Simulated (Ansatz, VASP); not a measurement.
One calculation of ZnO, two programs

```
Zn O
1.0
     3.24980    0.00000    0.00000
    -1.62490    2.81441    0.00000
     0.00000    0.00000    5.20660
Zn O
2 2
Cartesian
  0.0000 1.8763 0.0000
  1.6249 0.9381 2.6033
  0.0000 1.8763 1.9264
  1.6249 0.9381 4.5297
```

Alike in both runs: task single point; functional LDA; k mesh 9 × 9 × 6; no spin polarisation.

```csv
,VASP,Ansatz
version,VASP 6.6.1,Ansatz 0.2.0
potentials or method,"VASP PAW LDA potentials, release 64 (Zn, O)","scalar-relativistic, plane waves, PAW"
plane-wave cutoff (eV),520,420
occupations,"gaussian, width 0.01 eV",fixed
valence electrons in the cell,36,36
```

```csv
,VASP,Ansatz,Ansatz less VASP
gap on the k mesh at the Fermi level (eV),0.75,0.75,-0.007
least direct gap on the mesh (eV),0.75,0.75,-0.007
```

LDA's correlation is that of Perdew and Zunger in VASP and of Perdew and Wang (1992) in Ansatz.
